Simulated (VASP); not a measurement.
Write the native input for VASP 6.6.1 that does the following.

```yaml
Task: electric field gradients
Functional: PBEsol
Potentials_or_basis: VASP PAW PBE potentials, release 64 (Zn)
Cutoff: 520 eV
k_mesh: 16 × 16 × 8
Occupations: fermi-dirac, width 0.03 eV
Spin: no spin polarisation
Dipole_correction: no
Further_INCAR_settings: ALGO = Normal; EDIFF = 1e-08; NBANDS = 19
```

The structure of Zn lies in POSCAR:

```
Zn
1.0
    2.6647980532      0.0000000000      0.0000000000
   -1.3323990266      2.3077828100      0.0000000000
    0.0000000000      0.0000000000      5.0456340000
Zn
2
Direct
    0.3333333333      0.6666666667      0.2500000000
    0.6666666667      0.3333333333      0.7500000000
```

This cell differs from its parent crystal: zz strain of +2 %.

These files were run (other wordings do the same):

INCAR

```
ALGO     = Normal         # electronic algorithm
EDIFF    = 1E-8           # SCF threshold, eV
ENCUT    = 520            # plane-wave cutoff, eV
GGA      = PS             # functional
ISIF     = 2              # what is computed and relaxed
ISMEAR   = -1             # smearing method
LASPH    = T              # aspherical terms in the spheres
LCHARG   = F              # write CHGCAR
LEFG     = T            
LREAL    = F              # projectors in reciprocal space
LWAVE    = F              # write WAVECAR
NBANDS   = 19             # bands
NELM     = 60             # most SCF steps
PREC     = Accurate       # precision mode
SIGMA    = 0.03           # smearing width, eV
```

KPOINTS

```
k-points
0
Gamma
  16 16 8
```

Potentials or basis: VASP PAW PBE potentials, release 64 (Zn).

Launch:

```console
$ cat potpaw_PBE.64/Zn/POTCAR > POTCAR
$ mpirun -np 1 vasp_std > vasp.out
```

Results of the run:

```yaml
Pressure: -5.9 GPa
Band_gap_on_the_k_mesh: zero (band 12 reaches 3.88 eV, above the bottom of band 13 at -0.47 eV)
```

Caveat: the cell differs from its parent crystal (zz strain of +2 %); without QUAD_EFG the Cq values of the log hold for a quadrupole moment of 1 mb, not for the nuclei; the PAW data sets were made with another functional, which shifts forces and pressure a little.

Wall time 42 s on 1 thread of Intel(R) Xeon(R) Platinum 8488C (Sapphire Rapids) (shared host), peak memory 0.19 GiB.
